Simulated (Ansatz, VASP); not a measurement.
# SnO2: VASP beside Ansatz

```
CELL_PARAMETERS angstrom
4.73800 0.00000 0.00000
0.00000 4.73800 0.00000
0.00000 0.00000 3.18650
ATOMIC_POSITIONS crystal
Sn 0.00000 0.00000 0.00000
Sn 0.50000 0.50000 0.50000
O 0.30710 0.30710 0.00000
O 0.19290 0.80710 0.50000
O 0.69290 0.69290 0.00000
O 0.80710 0.19290 0.50000
```

Alike in both runs: task relaxation of cell and atoms; functional RPBE; k mesh 6 × 6 × 8; no spin polarisation.

|  | VASP | Ansatz |
| --- | --- | --- |
| version | VASP 6.6.1 | Ansatz 0.2.0 |
| potentials or method | VASP PAW PBE potentials, release 64 (Sn_d, O), cutoff 600 eV | plane waves, PAW |
| occupations | gaussian, width 0.01 eV | fixed |
| valence electrons in the cell | 52 | 52 |

```csv
,VASP,Ansatz,Ansatz less VASP
relaxed volume (Å³/atom),12.91,12.88,-0.032
relaxed cell length with the largest relative difference (Å),3.256,3.252,-0.0037
```

VASP's potentials were made for PBE, not for RPBE.
